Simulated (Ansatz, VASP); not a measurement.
## Si: VASP beside Ansatz

```xyz
4
Lattice="-3.3254 3.3254 1.9224 3.3254 -3.3254 1.9224 3.3254 3.3254 -1.9224" Properties=species:S:1:pos:R:3 pbc="T T T"
Si    1.2737    1.1936    0.0181
Si    2.1898    2.1503    1.8011
Si    2.1078   -2.1279    2.1466
Si   -2.2458    2.1094    1.8014
```

Change from the starting cell: all atoms moved at random (sigma 0.1 Å a component).

Alike in both runs: task single point; functional r2SCAN; k mesh 10 × 10 × 10; occupations gaussian, width 0.03 eV; no spin polarisation.

|  | VASP | Ansatz |
| --- | --- | --- |
| version | VASP 6.6.1 | Ansatz 0.2.0 |
| potentials or method | VASP PAW PBE potentials, release 64 (Si), cutoff 520 eV | scalar-relativistic, plane waves, PAW |
| valence electrons in the cell | 16 | 16 |

VASP gave:

| Property | Result |
| --- | --- |
| gap on the k mesh at the Fermi level (eV) | none |
| pressure (GPa) | 3.5 |
| traceless stress, the component that is largest in VASP (GPa) | 6.55 |
| rms of the force components (eV/Å) | 2.103 |

**Question.** Which values does Ansatz return?

**Answer.** gap on the k mesh at the Fermi level (eV): none; pressure (GPa): 3.7; traceless stress, the component that is largest in VASP (GPa): 6.62; rms of the force components (eV/Å): 2.112.

VASP's potentials were made for PBE, not for r2SCAN. Atom by atom the forces differ by 0.010 eV/Å (rms over components). A gap of «none» marks a metal or a gap that the smearing closes.
